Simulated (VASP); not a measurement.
A run of VASP 6.6.1 is set up as follows.

File INCAR:

```
ALGO = Normal
EDIFF = 1E-6
ENCUT = 500
GGA = PE
GGA_COMPAT = F
ISIF = 2
ISMEAR = 0
LASPH = T
LCHARG = T
LELF = T
LREAL = F
LVHAR = T
LWAVE = F
NBANDS = 14
NELM = 120
PREC = Accurate
SIGMA = 0.2
```

KPOINTS

```
k-points
0
Gamma
  5 5 5
```

POSCAR

```
BP2
1.0
    3.4438905451      0.0000000000      0.0000000000
    0.0000000000      3.4438905451      0.0000000000
    0.0000000000      0.0000000000      3.0340017896
B P
1 2
Direct
    0.5000000000      0.5000000000      0.0000000000
    0.0000000000      0.5000000000      0.5000000000
    0.5000000000      0.0000000000      0.5000000000
```

Potentials or basis: VASP PAW PBE potentials, release 64 (B, P).

Run with:

```console
$ cat potpaw_PBE.64/B/POTCAR potpaw_PBE.64/P/POTCAR > POTCAR
$ mpirun -np 1 vasp_std > vasp.out
```

(1) Predict the pressure.

## Answers

(1) -0.2 GPa.

Caveat: the k points lie up to 0.41 Å⁻¹ apart.
